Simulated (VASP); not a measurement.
Here is a VASP 6.6.1 calculation.

File INCAR:

```
SYSTEM = C32Br
  PREC = Accurate
  ENCUT = 520
  EDIFF = 1E-6
  ISMEAR = 0
  SIGMA = 0.02
  LREAL = Auto
  LASPH = .TRUE.
  NELM = 150
  ALGO = Normal
  ISIF = 2
  LWAVE = .FALSE.
  LCHARG = .FALSE.
  ISPIN = 2
  MAGMOM = 0 0 0 0 0 0 0 0 0 0 0 0 0 0 0 0 0 0 0 0 0 0 0 0 0 0 0 0 0 0 0 0 1
  LORBIT = 11
  GGA = PE
  IVDW = 12
  NBANDS = 94
```

The input KPOINTS:

```
Automatic mesh
0
G
  2 2 1
  0 0 0
```

The input POSCAR:

```
C32Br
1.0
    9.8640001806      0.0000001043      0.0000000000
   -4.9320000000      8.5424747915      0.0000000000
    0.0000000000      0.0000000000     12.0000000000
C Br
32 1
Direct
    0.0020043279     -0.0014877163      0.0800456036
    0.1683068550      0.0816621233      0.0801282601
    0.0016346076      0.2482891637      0.0798302185
    0.1683830492      0.3316734704      0.0799011750
    0.0015711275      0.4982965427      0.0799769605
    0.1683253819      0.5816746181      0.0800498026
    0.0016356662      0.7483643338      0.0798125716
    0.1683808647      0.8317268777      0.0798149837
    0.2516584169     -0.0018290038      0.0800678868
    0.4179952042      0.0810080298      0.0810272171
    0.2516615236      0.2485079475      0.0801493317
    0.4179973776      0.3320026224      0.0811364684
    0.2517051313      0.4982948687      0.0800531626
    0.4183265296      0.5816169508      0.0799011750
    0.2517034573      0.7484288725      0.0799769605
    0.4183277544      0.8317287607      0.0797974361
    0.5014947431     -0.0018311252      0.0800004689
    0.6683379929      0.0816620071      0.0800075876
    0.5016620505      0.2483379495      0.0835273601
    0.6689919702      0.3320047958      0.0810272171
    0.5014920525      0.4983384764      0.0801493317
    0.6683378767      0.5816931450      0.0801282601
    0.5017108363      0.7483653924      0.0798302185
    0.6680657001      0.8315436035      0.0800075358
    0.7514879359     -0.0014879359      0.0799867703
    0.9184563965      0.0819342999      0.0800075358
    0.7518311252      0.2485052569      0.0800004689
    0.9182712393      0.3316722456      0.0797974361
    0.7518290038      0.4983415831      0.0800678868
    0.9182731223      0.5816191353      0.0798149837
    0.7514877163      0.7479956721      0.0800456036
    0.9184565920      0.8315434080      0.0800150832
    0.5024187513      0.2475812487      0.3305835982
```

Potentials or basis: VASP PAW PBE potentials, release 64 (C, Br).

The run is started by

```console
$ cat potpaw_PBE.64/C/POTCAR potpaw_PBE.64/Br/POTCAR > POTCAR
$ mpirun -np 1 vasp_std > vasp.out
```

(1) Predict the dispersion energy per atom.

(2) What does it give for the site moments?

Answers

(1) -0.092 eV.

(2) C +0.00, +0.01, -0.00, +0.02, +0.05 (each value once); Br +0.41 μB.
